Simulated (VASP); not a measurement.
Runs of VASP 6.6.1 on In3Sb. The structure is that of space group Pm-3m (No. 221), or close to it. The cells are those of the table. 

```tsv
task	cell	cutoff (eV)	gap on the mesh (eV)	pressure (GPa)
relaxation of cell and atoms	relaxed to 10 GPa from a = 4.840 Å, 4 atoms	600	none	10.0
relaxation of cell and atoms	relaxed to 30 GPa from a = 4.840 Å, 4 atoms	600	none	30.1
single point	a = 4.264 Å, 4 atoms	520	none	30.1
single point	a = 4.757 Å, 4 atoms	520	none	-0.1
single point	a = 4.355 Å, 4 atoms	520	none	(a)
relaxation of cell and atoms	relaxed from a = 4.840 Å, 4 atoms	600	none	0.1
relaxation of cell and atoms	relaxed to 20 GPa from a = 4.840 Å, 4 atoms	600	none	20.0
single point	a = 4.499 Å, 4 atoms	520	none	10.0
```

Alike in all rows: level PBEsol; potentials or basis VASP PAW PBE potentials, release 64 (Sb, In_d); no spin polarisation; k mesh 5 × 5 × 5; smearing gaussian 0.01 eV.

Problem. Fill in the values left out.

Solution. (a) 20.1.

Caveats: the PAW data sets were made with another functional, which shifts forces and pressure a little; spin-orbit coupling is left out, which moves the levels of the heavy elements; the cell is relaxed towards a set pressure, so the enthalpy falls and the energy may rise (some runs).

A k mesh can miss the band edges, and the runs leave out spin-orbit coupling on In, Sb.

A gap of «none» marks levels without a gap at the run's occupations.
